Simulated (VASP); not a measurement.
# TePb (gw) (Fm-3m) in VASP: single point with PBEsol

Aim: the single point of TePb (gw) with PBEsol.

All numbers are computed with VASP 6.6.1; they aren't measurements. Logs are shortened: lines on timing, memory, paths and dates and some standing lists are left out, and cuts for length are marked.

## 1. The cell of the first run

The structure is cubic, space group Fm-3m (No. 225). Conventional cell: a = 6.379 Å, b = 6.379 Å, c = 6.379 Å, α = 90.00°, β = 90.00°, γ = 90.00°. Pb (site symmetry m-3m) has 6 Te at 3.19 Å within 4.2 Å. Within 4.2 Å of Te (site symmetry m-3m) lie 6 Pb at 3.19 Å.

## 2. Single point, PBEsol

INCAR

```
SYSTEM = TePb
ALGO     = Normal         ! electronic algorithm
EDIFF    = 1E-6           ! SCF threshold, eV
ENCUT    = 500            ! plane-wave cutoff, eV
GGA      = PS             ! functional
GGA_COMPAT= .False.      
ISIF     = 2              ! what is computed and relaxed
ISMEAR   = 0              ! smearing method
LASPH    = .True.         ! aspherical terms in the spheres
LCHARG   = .False.        ! write CHGCAR
LREAL    = .False.        ! projectors in reciprocal space
LWAVE    = .False.        ! write WAVECAR
NBANDS   = 17             ! bands
NELM     = 120            ! most SCF steps
PREC     = Accurate       ! precision mode
SIGMA    = 0.01           ! smearing width, eV
```

KPOINTS

```
k-points
0
Gamma
  4 4 4
  0 0 0
```

POSCAR

```
TePb
1.0
    0.0000000000      3.1897174272      3.1897174272
    3.1897174272      0.0000000000      3.1897174272
    3.1897174272      3.1897174272      0.0000000000
Pb Te
1 1
Direct
    0.0000000000      0.0000000000      0.0000000000
    0.5000000000      0.5000000000      0.5000000000
```

Potentials or basis: VASP PAW PBE potentials, release 64 (Pb_d, Te).

The run is started by

```
> cat potpaw_PBE.64/Pb_d/POTCAR potpaw_PBE.64/Te/POTCAR > POTCAR
> mpirun -np 1 vasp_std > vasp.out
```

OUTCAR:

```text
SYSTEM = TePb
   EDIFF = 1E-6
   ENCUT = 500
   GGA = PS
   ISIF = 2
   ISMEAR = 0
   LASPH = .True.
   LREAL = .False.
   NELM = 120
   PREC = Accurate

 ion  position               nearest neighbor table
   1  0.000  0.000  0.000-   2 3.19   2 3.19   2 3.19   2 3.19   2 3.19   2 3.19
   2  0.500  0.500  0.500-   1 3.19   1 3.19   1 3.19   1 3.19   1 3.19   1 3.19

  LATTYP: Found a face centered cubic cell.
 ALAT       =     6.3794348544

  Lattice vectors:

 A1 = (   0.0000000000,   3.1897174272,   3.1897174272)
 A2 = (   3.1897174272,   0.0000000000,   3.1897174272)
 A3 = (   3.1897174272,   3.1897174272,   0.0000000000)

Analysis of symmetry for initial positions (statically):
=====================================================================
 Subroutine PRICEL returns:
 Original cell was already a primitive cell.

 Routine SETGRP: Setting up the symmetry group for a
 face centered cubic supercell.

 Subroutine GETGRP returns: Found 48 space group operations
 (whereof 48 operations were pure point group operations)
 out of a pool of 48 trial point group operations.

The static configuration has the point symmetry O_h .

Analysis of symmetry for dynamics (positions and initial velocities):
=====================================================================
 Subroutine PRICEL returns:
 Original cell was already a primitive cell.

 Routine SETGRP: Setting up the symmetry group for a
 face centered cubic supercell.

 Subroutine GETGRP returns: Found 48 space group operations
 (whereof 48 operations were pure point group operations)
 out of a pool of 48 trial point group operations.

The dynamic configuration has the point symmetry O_h .

 Subroutine INISYM returns: Found 48 space group operations
 (whereof 48 operations are pure point group operations),
 and found     1 'primitive' translations

----------------------------------------------------------------------------------------

                                     Primitive cell

  volume of cell :      64.9063

  direct lattice vectors                    reciprocal lattice vectors
     0.000000000  3.189717427  3.189717427    -0.156753697  0.156753697  0.156753697
     3.189717427  0.000000000  3.189717427     0.156753697 -0.156753697  0.156753697
     3.189717427  3.189717427  0.000000000     0.156753697  0.156753697 -0.156753697

  length of vectors
     4.510941646  4.510941646  4.510941646     0.271505368  0.271505368  0.271505368

  position of ions in fractional coordinates (direct lattice)
[... 62 lines left out ...]
   EDIFF  = 0.1E-05   stopping-criterion for ELM
   LREAL  =      F    real-space projection
   EDIFFG = 0.1E-04   stopping-criterion for IOM
   NSW    =      0    number of steps for IOM
   IBRION =     -1    ionic relax: 0-MD 1-quasi-New 2-CG
   NFREE  =      0    steps in history (QN), initial steepest desc. (CG)
   ISIF   =      2    stress and relaxation
   ISYM   =      2    0-nonsym 1-usesym 2-fastsym
   POTIM  = 0.5000    time-step for ionic-motion
   TEBEG  =    0.0;   TEEND  =   0.0 temperature during run
   PSTRESS=    0.0 pullay stress
   NELECT =      20.0000    total number of electrons
   NUPDOWN=      -1.0000    fix difference up-down
   EMIN   =  10.00;   EMAX   =-10.00  energy-range for DOS
   EFERMI =   0.00;   METHOD = LEGACY
   ISMEAR =     0;   SIGMA  =   0.01  broadening in eV -4-tet -1-fermi 0-gaus
   EFERMI_NEDOS =   21; number of points for ismear=-14 and -15
   IALGO  =     38    algorithm
   IMIX   =      4    mixing-type and parameters
     AMIX     =   0.40;   BMIX     =  1.00
     AMIX_MAG =   1.60;   BMIX_MAG =  1.00
  volume/ion in A,a.u.               =      32.45       219.00
  Fermi-wavevector in a.u.,A,eV,Ry     =   1.105747  2.089560 16.635537  1.222677
  Thomas-Fermi vector in A             =   2.242239
   LORBIT       =      0    0 simple, 1 ext, 2 COOP (PROOUT), +10 PAW based schemes
   GGA     = PS    functional components
   LHFCALC =     F    Hartree Fock is set to
   AEXX    =    0.0000 exact exchange contribution
   IVDW    =     0    specifies the selected vdW correction
   LEPSILON=     F    determine dielectric tensor
   LRPA    =     F    only Hartree local field effects (RPA)
 non-spin polarized calculation
 Gauss-broadening in eV      SIGMA  =   0.01
  energy-cutoff  :      500.00
  volume of cell :       64.91
 maximum number of plane-waves:      1676
 NGX is ok and might be reduce to    36
   NGX = 17   NGY = 17   NGZ = 17

 number of electron      19.9999999 magnetization

 Free energy of the ion-electron system (eV)
  ---------------------------------------------------
  ext. energy  EPLUGINS =         0.00000000
  ---------------------------------------------------
  free energy    TOTEN  =        -8.24355285 eV

  energy without entropy =       -8.24355285  energy(sigma->0) =       -8.24355285

 E-fermi :   6.0786     XC(G=0):  -9.6469

 val. band max:        5.9750890920   @ k =   0.5000   0.0000   0.0000
 cond. band min:       6.5567579851   @ k =   0.5000   0.0000   0.0000
 fundamental gap:      0.5816688930
 Fermi energy:         6.0786109409

 k-point     1 :       0.0000    0.0000    0.0000
  band No.  band energies     occupation
      1     -10.7387      2.00000
      2     -10.7387      2.00000
      3     -10.7240      2.00000
      4     -10.7240      2.00000
      5     -10.7240      2.00000
      6      -6.3984      2.00000
[... 137 lines left out ...]
      4     -10.7153      2.00000
      5     -10.6928      2.00000
      6      -4.3860      2.00000
[... 9 lines left out ...]
     16      17.1692      0.00000
     17      17.1754      0.00000

------------------------ aborting loop because EDIFF is reached ----------------------------------------

  FORCE on cell =-STRESS in cart. coord.  units (eV):
  Direction    XX          YY          ZZ          XY          YZ          ZX
  --------------------------------------------------------------------------------------
  -------------------------------------------------------------------------------------
  Total        0.5731117      0.5731117      0.5731117      0.0000000      0.0000000      0.0000000
  in kB       14.1469637     14.1469637     14.1469637      0.0000000      0.0000000      0.0000000
  external PRESSURE =      14.1469637 kB  Pullay stress =       0.0000000 kB

 VOLUME and BASIS-vectors are now :
 -----------------------------------------------------------------------------
  energy-cutoff  :      500.00
  volume of cell :       64.91
      direct lattice vectors                 reciprocal lattice vectors
     0.000000000  3.189717427  3.189717427    -0.156753697  0.156753697  0.156753697
     3.189717427  0.000000000  3.189717427     0.156753697 -0.156753697  0.156753697
     3.189717427  3.189717427  0.000000000     0.156753697  0.156753697 -0.156753697

 POSITION                                       TOTAL-FORCE (eV/Angst)
 -----------------------------------------------------------------------------------
      0.00000      0.00000      0.00000         0.000000      0.000000      0.000000
      3.18972      3.18972      3.18972         0.000000      0.000000     -0.000000
 -----------------------------------------------------------------------------------
    total drift:                               -0.000000      0.000000      0.000000

  FREE ENERGIE OF THE ION-ELECTRON SYSTEM (eV)
  ---------------------------------------------------
  free  energy   TOTEN  =        -8.2435528532 eV

  energy  without entropy=       -8.2435528532  energy(sigma->0) =       -8.24355285
```

Run time: 22 s. Hardware: 1 thread of Intel Xeon 8259CL, shared host; peak memory 0.2 GiB.

Results:

- Free energy: -8.2436 eV
- Pressure: 1.4 GPa
- Band gap on the k mesh: 0.58 eV, direct

Levels at points of the mesh, in eV from the valence-band top:
```csv
k point,band 7,band 8,band 9,band 10,band 11,band 12,band 13,band 14
"(0.00, 0.00, 0.00)",-5.53,-1.49,-1.49,-1.49,4.09,4.09,4.09,5.66
"(0.50, 0.00, 0.00)",-8.83,-1.00,-1.00,0.00,0.58,1.14,1.14,8.32
"(0.50, 0.50, 0.00)",-7.38,-4.84,-3.04,-3.04,3.03,5.59,5.59,6.90
```

Caveat: the k points lie up to 0.43 Å⁻¹ apart; the PAW data sets were made with another functional, which shifts forces and pressure a little; spin-orbit coupling is left out, which moves the levels of the heavy elements.
